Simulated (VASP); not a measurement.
Write the native input for VASP 6.6.1 that does the following.

- Task: single point
- Functional: PBE
- Potentials or basis: VASP PAW PBE potentials, release 64 (Al, N)
- Cutoff: 520 eV
- k mesh: 8 × 6 × 4
- Occupations: gaussian, width 0.05 eV
- Spin: no spin polarisation
- Dipole correction: no
- Further INCAR settings: ALGO = Normal; EDIFF = 1e-06; NBANDS = 26

The structure of AlN lies in POSCAR:

```
AlN
1.0
   -3.3134793387      0.0000000000      0.0000000000
    0.0000000000      0.0000000000     -4.1875902400
    0.0000000000     -5.7391145645      0.0000000000
Al N
4 4
Direct
    0.5111061504      0.2500000000      0.1666666667
   -0.0111061504      0.2500000000      0.6666666667
    0.0111061504      0.7500000000      0.3333333333
    0.4888938496      0.7500000000      0.8333333333
    0.5107008202      0.7500000000      0.1666666667
   -0.0107008202      0.7500000000      0.6666666667
    0.0107008202      0.2500000000      0.3333333333
    0.4892991798      0.2500000000      0.8333333333
```

This cell differs from its parent crystal: atoms displaced along a vibrational mode.

One way to write it, as run:

INCAR

```
SYSTEM = AlN
PREC = Accurate
ENCUT = 520
EDIFF = 1E-6
ISMEAR = 0
SIGMA = 0.05
LREAL = .FALSE.
LASPH = .TRUE.
NELM = 100
ALGO = Normal
ISIF = 2
LWAVE = .FALSE.
LCHARG = .TRUE.
GGA = PE
LELF = .TRUE.
LVHAR = .TRUE.
NBANDS = 26
```

KPOINTS

```
Automatic mesh
0
G
  8 6 4
  0 0 0
```

Potentials or basis: VASP PAW PBE potentials, release 64 (Al, N).

The run is started by

```sh
$ cat potpaw_PBE.64/Al/POTCAR potpaw_PBE.64/N/POTCAR > POTCAR
$ mpirun -np 1 vasp_std > vasp.out
```

It gave:

```yaml
Pressure: -0.3 GPa
Largest_force: 0.112 eV/Å
Band_gap_on_the_k_mesh: 3.26 eV
```

Caveat: the cell differs from its parent crystal (atoms displaced along a vibrational mode).

Run time: 86 s on 1 thread of AMD EPYC 7R13 Processor (Zen 3), on a shared host, peak memory 0.21 GiB.
